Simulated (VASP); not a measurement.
Wanted: the native input for a VASP 6.6.1 run.

* Task: single point
* Functional: r2SCAN
* Potentials or basis: VASP PAW PBE potentials, release 64 (Ca_sv, Cs_sv, C, O)
* Cutoff: 580 eV
* k mesh: 3 × 4 × 4, shifted
* Occupations: fermi-dirac, width 0.1 eV
* Spin: no spin polarisation
* Dipole correction: no
* Further INCAR settings: ALGO = Normal; EDIFF = 1e-06; NBANDS = 42

CsCaC2O6:

```xyz
10
Lattice="5.8570 -0.3074 -0.1599 -0.0716 4.8404 -0.6225 -0.4887 0.9042 5.0232" Properties=species:S:1:pos:R:3 pbc="T T T"
Ca    2.5743    3.1860    2.7912
Cs    2.3845    0.3076    0.5477
C     4.6322    4.5361    2.1507
C     4.0613    2.8232    0.7168
O    -0.1440    3.4328    1.6804
O     5.7753    3.1393   -0.3017
O     5.1564    3.0493    3.2263
O    -0.0496    1.6522    1.4963
O     4.9924    1.5280   -0.2434
O     0.1486    1.2706    3.2232
```

These files were run (other wordings do the same):

POSCAR

```
CsCaC2O6
1.0
    5.8569890000     -0.3074480000     -0.1598610000
   -0.0715810000      4.8403870000     -0.6225260000
   -0.4887270000      0.9041660000      5.0232030000
Ca Cs C O
1 1 2 6
Direct
    0.5000760000      0.5700050000      0.6422230000
    0.4188080000      0.0657790000      0.1305130000
    0.8488380000      0.8855210000      0.5649050000
    0.7204290000      0.5845510000      0.2380730000
    0.0176650000      0.6330640000      0.4135430000
    0.9995070000      0.7011030000      0.0586430000
    0.9489510000      0.5518510000      0.7408770000
    0.0227780000      0.2805200000      0.3333690000
    0.8588780000      0.3657120000      0.0241990000
    0.0823830000      0.1440520000      0.6621370000
```

INCAR.step1

```
ALGO = Normal
EDIFF = 1E-5
ENCUT = 580
GGA = PE
GGA_COMPAT = False
ISMEAR = -1
LASPH = True
LCHARG = False
LREAL = False
LWAVE = True
NBANDS = 42
NELM = 120
PREC = Accurate
SIGMA = 0.1
```

INCAR.step2

```
ALGO = Normal
EDIFF = 1E-6
ENCUT = 580
GGA_COMPAT = False
ISIF = 2
ISMEAR = -1
ISTART = 1
LASPH = True
LCHARG = False
LMIXTAU = True
LREAL = False
LWAVE = False
METAGGA = R2SCAN
NBANDS = 42
NELM = 120
PREC = Accurate
SIGMA = 0.1
```

KPOINTS

```
Automatic mesh
0
Gamma
  3 4 4
  0 0 0.5
```

Potentials or basis: VASP PAW PBE potentials, release 64 (Ca_sv, Cs_sv, C, O).

The run is started by

```sh
$ cat potpaw_PBE.64/Ca_sv/POTCAR potpaw_PBE.64/Cs_sv/POTCAR potpaw_PBE.64/C/POTCAR potpaw_PBE.64/O/POTCAR > POTCAR
$ cp INCAR.step1 INCAR
$ mpirun -np 1 vasp_std > vasp.out
$ cp INCAR.step2 INCAR
$ mpirun -np 1 vasp_std > vasp.out
```

Results of the run:

| Item | Value |
| --- | --- |
| Pressure | 0.2 GPa |
| Largest force | 4.767 eV/Å |
| Band gap on the k mesh | zero (an odd number of electrons rules out a gap without spin polarisation) |

Caveat: the k points lie up to 0.36 Å⁻¹ apart, too coarse for converged energies and pressures of a metal; the PAW data sets were made with another functional, which shifts forces and pressure a little; spin-orbit coupling is left out, which moves the levels of the heavy elements; an odd number of electrons without spin polarisation forces a metal; a magnetic or distorted state may lie lower.

Run time: 9.9 min on 1 thread of AMD EPYC 7R13 Processor (Zen 3), with other jobs on the host, peak memory 0.36 GiB.
